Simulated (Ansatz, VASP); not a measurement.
Two plane-wave programs on Ru

Contents of INCAR:

```
ALGO = Fast ; EDIFF = 1E-6
ENCUT = 520 ; GGA = PE
ISIF = 2 ; ISMEAR = 0
LASPH = T ; LCHARG = F
LREAL = F ; LWAVE = F
NBANDS = 21 ; NELM = 80
PREC = Accurate ; SIGMA = 0.15
```

Contents of KPOINTS:

```
k-points
0
Gamma
  24 24 12
```

POSCAR

```
Ru
1.0
    2.7463863242      0.0000000000      0.0000000000
   -1.3731931621      2.3784403254      0.0000000000
    0.0000000000      0.0000000000      4.2819000000
Ru
2
Direct
    0.3333333333      0.6666666667      0.2500000000
    0.6666666667      0.3333333333      0.7500000000
```

Input for Ansatz:

```yaml
crystal:
  lattice:
    - [2.7463863242, 0.0, 0.0]
    - [-1.3731931621, 2.3784403254, 0.0]
    - [0.0, 0.0, 4.2819]
  atoms:
    - { symbol: Ru, position: [0.3333333333, 0.6666666667, 0.25] }
    - { symbol: Ru, position: [0.6666666667, 0.3333333333, 0.75] }
basis:
  ecutwfc: 420
kpoints:
  mp_grid: { grid: [24, 24, 12] }
hamiltonian:
  xc: pbe
scf:
  occupations: { method: gaussian, width: 0.15 }
output:
  forces: true
  stress: true
  eigenvalues: true
```

Change from the starting cell: strain +0.015 along x and y, +0.000 along z, atoms carried along.

Alike in both runs: task single point; functional PBE; k mesh 24 × 24 × 12; occupations gaussian, width 0.15 eV; no spin polarisation.

|  | VASP | Ansatz |
| --- | --- | --- |
| version | VASP 6.6.1 | Ansatz 0.2.0 |
| potentials or method | VASP PAW PBE potentials, release 64 (Ru_pv), cutoff 520 eV | scalar-relativistic, plane waves, PAW |
| valence electrons in the cell | 28 | 32 |

```tsv
	VASP	Ansatz	Ansatz less VASP
gap on the k mesh at the Fermi level (eV)	none	none	-
pressure (GPa)	-4.6	-4.5	+0.11
traceless stress, the component that is largest in VASP (GPa)	2.97	2.96	-0.010
```

A gap of «none» marks a metal or a gap that the smearing closes. The functional is the same, so the differences come from potentials, cutoffs and numerics. VASP's potentials hold 28 valence electrons a cell and Ansatz's 32, so a difference there can come from the potentials and not from the codes.
